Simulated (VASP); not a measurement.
CdS: single point with RPBE

CdS:

```xyz
4
Lattice="4.1500 0.0000 0.0000 -2.0750 3.5940 0.0000 0.0000 0.0000 6.7370" Properties=species:S:1:pos:R:3 pbc="T T T"
Cd    0.0000    2.3960    0.0000
Cd    2.0750    1.1980    3.3685
S     0.0000    2.3960    2.5264
S     2.0750    1.1980    5.8949
```

```json
{"Program": "VASP 6.6.1", "Task": "single point", "Functional": "RPBE", "Potentials or basis": "VASP PAW PBE potentials, release 64 (Cd, S)", "Cutoff": "500 eV", "k mesh": "6 × 6 × 4", "Occupations": "gaussian, width 0.01 eV", "Spin": "no spin polarisation", "Dipole correction": "no", "Further INCAR settings": "ALGO = Normal; EDIFF = 1e-06; NBANDS = 26"}
```

- Pressure: 4.6 GPa
- Largest force: 0.071 eV/Å
- Band gap on the k mesh: 1.38 eV

Forces on the atoms (eV/Å):
```
Cd   0.000  0.000 -0.071
Cd   0.000  0.000 -0.071
S    0.000  0.000  0.071
S    0.000  0.000  0.071
```

Stress tensor (GPa, compression positive):
```
4.38 0.00 0.00
0.00 4.38 0.00
0.00 0.00 5.04
```

Levels at points of the mesh, in eV from the valence-band top:
```tsv
k point	band 15	band 16	band 17	band 18	band 19	band 20	band 21	band 22
(0.00, 0.00, 0.00)	-0.75	-0.04	0.00	0.00	1.38	2.93	6.56	6.56
(0.50, 0.00, 0.00)	-2.58	-1.83	-1.25	-0.72	3.83	4.02	5.27	6.53
(0.00, 0.00, 0.50)	-0.39	-0.39	-0.39	-0.39	2.99	2.99	6.34	6.34
(0.50, 0.00, 0.50)	-1.30	-1.30	-1.29	-1.29	3.63	3.63	5.50	5.50
```

Run time: 54 s on 1 thread of Intel(R) Xeon(R) Platinum 8259CL CPU @ 2.50GHz (Skylake/Cascade Lake), with other jobs on the host, peak memory 0.21 GiB.

Caveat: the cell stands under pressure; the PAW data sets were made with another functional, which shifts forces and pressure a little.
